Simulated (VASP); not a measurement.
**BN: single point with LDA**

The system is BN.

```
B N
1.0
     1.25112    0.72234    3.37293
    -1.25112    0.72234    3.37293
     0.00000   -1.44467    3.37293
B N
1 1
Direct
  0.96959 0.04952 0.00955
  0.33276 0.33276 0.33276
```

This cell differs from its parent crystal: atom 1 (B) moved by (-0.100, +0.100) A along x and z.

- Program: VASP 6.6.1
- Task: single point
- Functional: LDA
- Potentials or basis: VASP PAW LDA potentials, release 64 (B, N)
- Cutoff: 600 eV
- k mesh: 12 × 12 × 12
- Occupations: gaussian, width 0.05 eV
- Spin: no spin polarisation

The pressure is -1.1 GPa, the largest force is 4.286 eV/Å and the band gap on the k mesh is 3.54 eV (least direct gap 4.45 eV).

Forces in eV/Å, atoms in the order of the input:
```
B    4.053  0.632 -1.242
N   -4.053 -0.632  1.242
```

Stress tensor (GPa, compression positive):
```
 1.26 10.88  3.53
10.88 -1.59  0.57
 3.53  0.57 -2.89
```

Levels at points of the mesh, in eV from the valence-band top:
| k point | band 1 | band 2 | band 3 | band 4 | band 5 | band 6 | band 7 | band 8 | band 9 |
| --- | --- | --- | --- | --- | --- | --- | --- | --- | --- |
| (0.00, 0.00, 0.00) | -17.59 | -4.23 | -2.38 | -0.12 | 4.63 | 10.04 | 12.91 | 13.13 | 14.96 |
| (0.50, 0.00, 0.00) | -14.52 | -9.02 | -3.54 | -0.34 | 4.35 | 9.98 | 12.40 | 14.97 | 19.98 |
| (0.00, 0.50, 0.00) | -14.26 | -8.73 | -4.56 | -0.92 | 5.43 | 9.77 | 12.71 | 15.13 | 19.11 |
| (0.00, 0.00, 0.50) | -14.40 | -8.92 | -3.89 | -0.62 | 4.85 | 9.53 | 12.58 | 14.99 | 19.60 |
| (0.50, 0.50, 0.00) | -14.33 | -8.78 | -3.94 | -1.32 | 4.16 | 9.40 | 13.58 | 17.20 | 19.74 |
| (0.50, 0.00, 0.50) | -14.19 | -8.59 | -4.61 | -1.63 | 4.82 | 9.63 | 13.43 | 17.17 | 19.15 |
| (0.00, 0.50, 0.50) | -14.45 | -8.89 | -3.60 | -1.00 | 3.54 | 9.86 | 13.73 | 17.16 | 20.31 |
| (0.50, 0.50, 0.50) | -17.31 | -6.29 | -2.40 | -0.14 | 9.58 | 9.98 | 12.18 | 13.39 | 15.79 |

Run time: 8 min on 1 thread of Intel Xeon 8259CL, on a shared host, peak memory 0.32 GiB.

Caveat: the cell differs from its parent crystal (atom 1 (B) moved by (-0.100, +0.100) A along x and z); forces of over 1 eV/Å act on the atoms, so gaps and moduli don't describe the material at rest. A k mesh can miss the band edges.
